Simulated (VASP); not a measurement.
# V (Fd-3m) in VASP: a series of runs, part 3 of 3

VASP 6.6.1. Earlier steps stand in the parts before.

## 5. Relaxation of cell and atoms, PBE

This run uses another cell than the first one, of 18.67 Å³/atom.

Contents of INCAR:

```
SYSTEM = V
PREC = Accurate
ENCUT = 600
EDIFF = 1E-6
ISMEAR = -1
SIGMA = 0.1
LREAL = .FALSE.
LASPH = .TRUE.
NELM = 100
ALGO = Normal
ISIF = 3
LWAVE = .FALSE.
LCHARG = .FALSE.
GGA = PE
IBRION = 2
NSW = 80
EDIFFG = -0.01
```

Contents of KPOINTS:

```
regular mesh
0
G
  10 10 10
  0 0 0
```

Contents of POSCAR:

```
V
1.0
    0.0000000000      2.6526688921      2.6526688921
    2.6526688921      0.0000000000      2.6526688921
    2.6526688921      2.6526688921      0.0000000000
V
2
Direct
    0.1250000000      0.1250000000      0.1250000000
    0.8750000000      0.8750000000      0.8750000000
```

Potentials or basis: VASP PAW PBE potentials, release 64 (V_sv).

Run with:

```
$ cat potpaw_PBE.64/V_sv/POTCAR > POTCAR
$ mpirun -np 1 vasp_std > vasp.out
```

OUTCAR:

```text
SYSTEM = V
   PREC = Accurate
   ENCUT = 600
   EDIFF = 1E-6
   ISMEAR = -1
   LREAL = .FALSE.
   LASPH = .TRUE.
   NELM = 100
   ISIF = 3
   GGA = PE
   IBRION = 2
   NSW = 80
   EDIFFG = -0.01

 ion  position               nearest neighbor table
   1  0.125  0.125  0.125-   2 2.30   2 2.30   2 2.30   2 2.30
   2  0.875  0.875  0.875-   1 2.30   1 2.30   1 2.30   1 2.30

  LATTYP: Found a face centered cubic cell.
 ALAT       =     5.3053377842

  Lattice vectors:

 A1 = (   0.0000000000,   2.6526688921,   2.6526688921)
 A2 = (   2.6526688921,   0.0000000000,   2.6526688921)
 A3 = (   2.6526688921,   2.6526688921,   0.0000000000)

Analysis of symmetry for initial positions (statically):
=====================================================================
 Subroutine PRICEL returns:
 Original cell was already a primitive cell.

 Routine SETGRP: Setting up the symmetry group for a
 face centered cubic supercell.

 Subroutine GETGRP returns: Found 48 space group operations
 (whereof 12 operations were pure point group operations)
 out of a pool of 48 trial point group operations.

The static configuration has the point symmetry D_3d.
 The point group associated with its full space group is O_h .

Analysis of symmetry for dynamics (positions and initial velocities):
=====================================================================
 Subroutine PRICEL returns:
 Original cell was already a primitive cell.

 Routine SETGRP: Setting up the symmetry group for a
 face centered cubic supercell.

 Subroutine GETGRP returns: Found 48 space group operations
 (whereof 12 operations were pure point group operations)
 out of a pool of 48 trial point group operations.

The dynamic configuration has the point symmetry D_3d.
 The point group associated with its full space group is O_h .

 Subroutine INISYM returns: Found 48 space group operations
[... 119 lines left out ...]
  Fermi-wavevector in a.u.,A,eV,Ry     =   1.451130  2.742238 28.650842  2.105777
  Thomas-Fermi vector in A             =   2.568662
   LORBIT       =      0    0 simple, 1 ext, 2 COOP (PROOUT), +10 PAW based schemes
   GGA     = PE    functional components
   LHFCALC =     F    Hartree Fock is set to
   AEXX    =    0.0000 exact exchange contribution
   IVDW    =     0    specifies the selected vdW correction
   LEPSILON=     F    determine dielectric tensor
   LRPA    =     F    only Hartree local field effects (RPA)
 conjugate gradient relaxation of ions
 non-spin polarized calculation
  energy-cutoff  :      600.00
  volume of cell :       37.33
 maximum number of plane-waves:      1266
 NGX is ok and might be reduce to    30
   NGX = 15   NGY = 15   NGZ = 15

--------------------------------------- Ionic step        1  -------------------------------------------

 number of electron      25.9999999 magnetization

 Free energy of the ion-electron system (eV)
  ---------------------------------------------------
  ext. energy  EPLUGINS =         0.00000000
  ---------------------------------------------------
  free energy    TOTEN  =       -13.27578273 eV

  energy without entropy =      -13.10699817  energy(sigma->0) =      -13.19139045

------------------------ aborting loop because EDIFF is reached ----------------------------------------

  FORCE on cell =-STRESS in cart. coord.  units (eV):
  Direction    XX          YY          ZZ          XY          YZ          ZX
  --------------------------------------------------------------------------------------
  -------------------------------------------------------------------------------------
  Total        0.1602797      0.1602797      0.1602797     -0.0000000      0.0000000     -0.0000000
  in kB        6.8787560      6.8787560      6.8787560     -0.0000000      0.0000000     -0.0000000
  external PRESSURE =       6.8787560 kB  Pullay stress =       0.0000000 kB
[... 59 lines left out ...]
--------------------------------------- Ionic step        3  -------------------------------------------

 number of electron      25.9999994 magnetization

 Free energy of the ion-electron system (eV)
  ---------------------------------------------------
  ext. energy  EPLUGINS =         0.00000000
  ---------------------------------------------------
  free energy    TOTEN  =       -13.27665256 eV

  energy without entropy =      -13.10485962  energy(sigma->0) =      -13.19075609

 E-fermi :   6.0832     XC(G=0): -10.8136

 val. band max:        6.0804773583   @ k =  -0.4000   0.2000   0.0000
 cond. band min:       6.0904416734   @ k =   0.5000   0.3000   0.0000
 fundamental gap:      0.0099643152
 Fermi energy:         6.0831801963

 k-point     1 :       0.0000    0.0000    0.0000
  band No.  band energies     occupation
      1     -57.6090      2.00000
      2     -57.0191      2.00000
      3     -31.6598      2.00000
      4     -31.6598      2.00000
      5     -31.6598      2.00000
      6     -30.8441      2.00000
[... 457 lines left out ...]
      4     -31.8228      2.00000
      5     -31.4485      2.00000
      6     -31.0714      2.00000
[... 9 lines left out ...]
     16       8.3171      0.00000
     17       8.4907      0.00000

 [... further k-points ...]
[... 5 lines left out ...]
  --------------------------------------------------------------------------------------
  -------------------------------------------------------------------------------------
  Total        0.0172302      0.0172302      0.0172302     -0.0000000     -0.0000000     -0.0000000
  in kB        0.7318339      0.7318339      0.7318339     -0.0000000     -0.0000000     -0.0000000
  external PRESSURE =       0.7318339 kB  Pullay stress =       0.0000000 kB
[... 17 lines left out ...]
  FREE ENERGIE OF THE ION-ELECTRON SYSTEM (eV)
  ---------------------------------------------------
  free  energy   TOTEN  =       -13.2766525580 eV

  energy  without entropy=      -13.1048596228  energy(sigma->0) =      -13.19075609

 reached required accuracy - stopping structural energy minimisation
```

Run time: 90 s. Hardware: 1 thread of Intel Xeon 8259CL, shared host; peak memory 0.19 GiB.

What came out:

```yaml
Free_energy: -13.2767 eV
Relaxed_volume: 18.86 Å³/atom
Relaxed_cell: a = 3.764 Å, b = 3.764 Å, c = 3.764 Å, α = 60.00°, β = 60.00°, γ = 60.00°
Space_group_after_relaxing_to_0.1_Å: Fd-3m (No. 227)
Energy_gained_by_relaxing: 0.4 meV/atom
Ionic_steps: 3
Pressure_after_relaxing: 0.1 GPa
Band_gap_on_the_k_mesh: zero (bands 13 and 14 overlap by 0.89 eV)
```

The path:
```tsv
step	energy change (eV)	largest force (eV/Å)	pressure (GPa)	volume (Å³)
1	0.0000	0.0000	0.69	37.33
2	-0.0009	0.0000	-0.09	37.77
3	-0.0009	0.0000	0.07	37.72
```

Final structure:
```xyz
2
Lattice="0.0000 2.6619 2.6619 2.6619 0.0000 2.6619 2.6619 2.6619 0.0000" Properties=species:S:1:pos:R:3 pbc="T T T"
V     0.6655    0.6655    0.6655
V     4.6583    4.6583    4.6583
```

## 6. Single point, PBE (16.50 Å³/atom)

This run uses another cell than the first one, of 16.50 Å³/atom.

Contents of INCAR:

```
ALGO     = Normal         # electronic algorithm
EDIFF    = 1E-6           # SCF threshold, eV
ENCUT    = 520            # plane-wave cutoff, eV
GGA      = PE             # functional
ISIF     = 2              # what is computed and relaxed
ISMEAR   = -1             # smearing method
LASPH    = True           # aspherical terms in the spheres
LCHARG   = False          # write CHGCAR
LREAL    = False          # projectors in reciprocal space
LWAVE    = False          # write WAVECAR
NBANDS   = 20             # bands
NELM     = 80             # most SCF steps
PREC     = Accurate       # precision mode
SIGMA    = 0.1            # smearing width, eV
```

Contents of KPOINTS:

```
k-points
0
Gamma
  17 17 17
```

Contents of POSCAR:

```
V
1.0
    0.0000000000      2.5459774117      2.5459774117
    2.5459774117      0.0000000000      2.5459774117
    2.5459774117      2.5459774117      0.0000000000
V
2
Direct
    0.1250000000      0.1250000000      0.1250000000
    0.8750000000      0.8750000000      0.8750000000
```

Potentials or basis: VASP PAW PBE potentials, release 64 (V_sv).

Run with:

```
$ cat potpaw_PBE.64/V_sv/POTCAR > POTCAR
$ mpirun -np 1 vasp_std > vasp.out
```

OUTCAR:

```text
EDIFF = 1E-6
   ENCUT = 520
   GGA = PE
   ISIF = 2
   ISMEAR = -1
   LASPH = True
   LREAL = False
   NELM = 80
   PREC = Accurate

 ion  position               nearest neighbor table
   1  0.125  0.125  0.125-   2 2.20   2 2.20   2 2.20   2 2.20
   2  0.875  0.875  0.875-   1 2.20   1 2.20   1 2.20   1 2.20

  LATTYP: Found a face centered cubic cell.
 ALAT       =     5.0919548234

  Lattice vectors:

 A1 = (   0.0000000000,   2.5459774117,   2.5459774117)
[... 187 lines left out ...]
      1     -56.3001      2.00000
      2     -55.3903      2.00000
      3     -30.3854      2.00000
      4     -30.3854      2.00000
      5     -30.3854      2.00000
      6     -29.2558      2.00000
[... 541 lines left out ...]
     19      11.7614      0.00000
     20      18.5380      0.00000

 [... further k-points ...]
[... 5 lines left out ...]
  --------------------------------------------------------------------------------------
  -------------------------------------------------------------------------------------
  Total        2.2880762      2.2880762      2.2880762     -0.0000000      0.0000000      0.0000000
  in kB      111.0676127    111.0676127    111.0676127     -0.0000000      0.0000000      0.0000000
  external PRESSURE =     111.0676127 kB  Pullay stress =       0.0000000 kB

 VOLUME and BASIS-vectors are now :
 -----------------------------------------------------------------------------
  energy-cutoff  :      520.00
  volume of cell :       33.01
      direct lattice vectors                 reciprocal lattice vectors
     0.000000000  2.545977412  2.545977412    -0.196388231  0.196388231  0.196388231
     2.545977412  0.000000000  2.545977412     0.196388231 -0.196388231  0.196388231
     2.545977412  2.545977412  0.000000000     0.196388231  0.196388231 -0.196388231

 POSITION                                       TOTAL-FORCE (eV/Angst)
 -----------------------------------------------------------------------------------
      0.63649      0.63649      0.63649        -0.000000      0.000000      0.000000
      4.45546      4.45546      4.45546         0.000000     -0.000000     -0.000000
 -----------------------------------------------------------------------------------
    total drift:                                0.000000     -0.000000     -0.000000

  FREE ENERGIE OF THE ION-ELECTRON SYSTEM (eV)
  ---------------------------------------------------
  free  energy   TOTEN  =       -13.1284053851 eV

  energy  without entropy=      -12.9890779600  energy(sigma->0) =      -13.05874167
```

OSZICAR:

```text
N       E                     dE             d eps       ncg     rms          rms(c)
DAV:   1     0.340146410352E+03    0.34015E+03   -0.16525E+04  6600   0.148E+03
DAV:   2    -0.434325705396E+01   -0.34449E+03   -0.33879E+03  6776   0.485E+02
DAV:   3    -0.136215523790E+02   -0.92783E+01   -0.91158E+01  7616   0.971E+01
DAV:   4    -0.137205302247E+02   -0.98978E-01   -0.98609E-01  7060   0.100E+01
DAV:   5    -0.137217773015E+02   -0.12471E-02   -0.12470E-02  7284   0.116E+00    0.212E+01
DAV:   6    -0.131286716639E+02    0.59311E+00   -0.38660E+00  7492   0.172E+01    0.651E+00
DAV:   7    -0.131274045185E+02    0.12671E-02   -0.68696E-02  6800   0.278E+00    0.418E+00
DAV:   8    -0.131284456668E+02   -0.10411E-02   -0.37698E-03  7272   0.678E-01    0.990E-02
DAV:   9    -0.131284068436E+02    0.38823E-04   -0.21021E-04  7144   0.163E-01    0.240E-02
DAV:  10    -0.131284055343E+02    0.13094E-05   -0.20730E-05  7184   0.349E-02    0.715E-03
DAV:  11    -0.131284053851E+02    0.14916E-06   -0.21413E-07  3836   0.527E-03
   1 F= -.13128405E+02 E0= -.13058742E+02  d E =-.139327E+00
```

stdout:

```text
POSCAR found type information on POSCAR V
 POSCAR found :  1 types and       2 ions
 scaLAPACK will be used
 LDA part: xc-table for (Slater+PW92), standard interpolation
 POSCAR, INCAR and KPOINTS ok, starting setup
 FFT: planning ... GRIDC
 FFT: planning ... GRID_SOFT
 FFT: planning ... GRID
 WAVECAR not read
 entering main loop
```

It took 1.9 min on 1 thread of Intel Xeon 8259CL, shared host; peak memory 0.22 GiB.

What came out:

| Property | Result |
| --- | --- |
| Free energy | -13.1284 eV |
| Pressure | 11.1 GPa |
| Band gap on the k mesh | zero (bands 13 and 14 overlap by 1.23 eV) |

Caveat: the cell stands under pressure.

## 7. Summary

```tsv
task	spin	cell	k mesh	cutoff (eV)	smearing	gap on the mesh (eV)	pressure (GPa)	moment (μB)
single point	collinear, ferromagnetic start	a = 3.814 Å, angles 60.0°, 2 atoms	16 × 16 × 16	520	fermi-dirac 0.05 eV	none	2.9	3.71
single point	collinear, ferromagnetic start	a = 3.867 Å, angles 60.0°, 2 atoms	16 × 16 × 16	520	fermi-dirac 0.05 eV	none	0.2	3.79
single point	off	a = 3.757 Å, angles 60.0°, 2 atoms	10 × 10 × 10	520	fermi-dirac 0.1 eV	none	0.4	-
relaxation of cell and atoms	off	relaxed from a = 3.751 Å, angles 60.0°, 2 atoms	10 × 10 × 10	600	fermi-dirac 0.1 eV	none	0.1	-
single point	off	a = 3.601 Å, angles 60.0°, 2 atoms	17 × 17 × 17	520	fermi-dirac 0.1 eV	none	11.1	-
```

Alike in all rows: level PBE; potentials or basis VASP PAW PBE potentials, release 64 (V_sv).

Caveats: the cell stands under pressure (at least some runs).

Absolute energies hang on the potentials; compare differences alone.
